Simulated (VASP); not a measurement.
Input of a VASP 6.6.1 run:

INCAR

```
SYSTEM = RbBr
PREC = Accurate
ENCUT = 520
EDIFF = 1E-6
ISMEAR = -1
SIGMA = 0.02
LREAL = .False.
LASPH = .True.
NELM = 80
ALGO = Normal
ISIF = 2
LWAVE = .False.
LCHARG = .True.
GGA = PE
LELF = .True.
LVHAR = .True.
NBANDS = 15
```

Contents of KPOINTS:

```
regular mesh
0
Gamma
  6 6 6
  0 0 0
```

File POSCAR:

```
RbBr
1.0
    0.0000000000      3.3743054546      3.3743054546
    3.3743054546      0.0000000000      3.3743054546
    3.3743054546      3.3743054546      0.0000000000
Rb Br
1 1
Direct
    0.0000000000      0.0000000000      0.0000000000
    0.5000000000      0.5000000000      0.5000000000
```

Potentials or basis: VASP PAW PBE potentials, release 64 (Rb_sv, Br).

Command:

```console
$ cat potpaw_PBE.64/Rb_sv/POTCAR potpaw_PBE.64/Br/POTCAR > POTCAR
$ mpirun -np 1 vasp_std > vasp.out
```

Q: Predict the pressure.

A: 1.9 GPa.

Q: Estimate the band gap on the k mesh.

A: 4.48 eV.

Caveat: the cell differs from its parent crystal (strain -2.5%).
